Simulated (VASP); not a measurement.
Write the native input for VASP 6.6.1 that does the following.

```yaml
Task: single point
Functional: PBE
Potentials_or_basis: VASP PAW PBE potentials, release 64 (C, O)
Cutoff: 600 eV
k_mesh: 12 × 12 × 12
Occupations: gaussian, width 0.02 eV
Spin: no spin polarisation
Dipole_correction: no
Further_INCAR_settings: ALGO = Normal; EDIFF = 1e-06; NBANDS = 12
```

The structure of CO lies in POSCAR:

```
CO
1.0
    0.0000000000      1.9877274082      1.9877274082
    1.9877274082      0.0000000000      1.9877274082
    1.9877274082      1.9877274082      0.0000000000
C O
1 1
Direct
    0.0000000000      0.0000000000      0.0000000000
    0.5000000000      0.5000000000      0.5000000000
```

One way to write it, as run:

INCAR

```
  PREC = Accurate
  ENCUT = 600
  EDIFF = 1E-6
  ISMEAR = 0
  SIGMA = 0.02
  LREAL = F
  LASPH = T
  NELM = 120
  ALGO = Normal
  ISIF = 2
  LWAVE = F
  LCHARG = F
  GGA = PE
  NBANDS = 12
  GGA_COMPAT = F
```

KPOINTS

```
Automatic mesh
0
Gamma
  12 12 12
```

Potentials or basis: VASP PAW PBE potentials, release 64 (C, O).

The run is started by

```console
$ cat potpaw_PBE.64/C/POTCAR potpaw_PBE.64/O/POTCAR > POTCAR
$ mpirun -np 1 vasp_std > vasp.out
```

It gave:

- Pressure: -0.3 GPa
- Band gap on the k mesh: 0.27 eV (least direct gap 0.31 eV)

It took 13 s on 1 thread of Intel(R) Xeon(R) Platinum 8259CL CPU @ 2.50GHz (Skylake/Cascade Lake), on a shared host, peak memory 0.14 GiB.
